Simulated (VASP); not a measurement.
**InGaAs2: single point with r2SCAN**

The system is InGaAs2.

```
In Ga As
1.0
     3.94562    0.00000    0.00000
     0.00000    3.94562    0.00000
     0.00000    0.00000    5.62619
In Ga As
1 1 2
Direct
  0.00000 0.00000 0.50000
  0.50000 0.50000 0.00000
  0.50000 0.00000 0.76989
  0.00000 0.50000 0.23011
```

This cell differs from its parent crystal: strain -0.050 along x and y, -0.050 along z.

```
Program                : VASP 6.6.1
Task                   : single point
Functional             : r2SCAN
Potentials or basis    : VASP PAW PBE potentials, release 64 (In_d, Ga_d, As)
Cutoff                 : 520 eV
k mesh                 : 8 × 8 × 6
Occupations            : gaussian, width 0.03 eV
Spin                   : no spin polarisation
Dipole correction      : no
Further INCAR settings : ALGO = Normal; EDIFF = 1e-06; NBANDS = 26
```

* Pressure: 14.1 GPa
* Largest force: 0.192 eV/Å
* Band gap on the k mesh: 1.21 eV, direct

Forces in eV/Å, atoms in the order of the input:
```
In   0.000  0.000  0.000
Ga   0.000  0.000  0.000
As   0.000  0.000  0.192
As   0.000  0.000 -0.192
```

Stress tensor (GPa, compression positive):
```
14.00  0.00  0.00
 0.00 14.00  0.00
 0.00  0.00 14.27
```

Levels at points of the mesh, in eV from the valence-band top:
```
           k point  band 14  band 15  band 16  band 17  band 18  band 19  band 20  band 21  band 22  band 23
(0.00, 0.00, 0.00)    -3.21    -3.21    -0.23     0.00     0.00     1.21     1.60     2.21     4.15     4.15
(0.50, 0.00, 0.00)    -5.62    -4.01    -3.71    -1.84    -1.10     2.63     3.93     5.58     5.79     5.84
(0.50, 0.50, 0.00)    -6.66    -3.37    -3.16    -3.16    -2.94     1.46     1.46     1.90     2.17    11.10
(0.00, 0.00, 0.50)    -4.10    -2.40    -2.40    -1.59    -1.59     2.10     2.18     3.47     4.17     7.04
(0.50, 0.00, 0.50)    -7.04    -1.79    -1.42    -1.37    -0.97     1.28     1.94     4.57     4.99     5.09
(0.50, 0.50, 0.50)    -6.30    -4.13    -3.99    -3.91    -3.91     4.80     4.80     5.16     5.45     5.91
```

Run time: 7.3 min on 1 thread of AMD EPYC 9R45 (Zen 5) (shared host), peak memory 0.26 GiB.

Caveat: the cell differs from its parent crystal (strain -0.050 along x and y, -0.050 along z); the PAW data sets were made with another functional, which shifts forces and pressure a little; spin-orbit coupling is left out, which moves the levels of the heavy elements. A k mesh can miss the band edges.
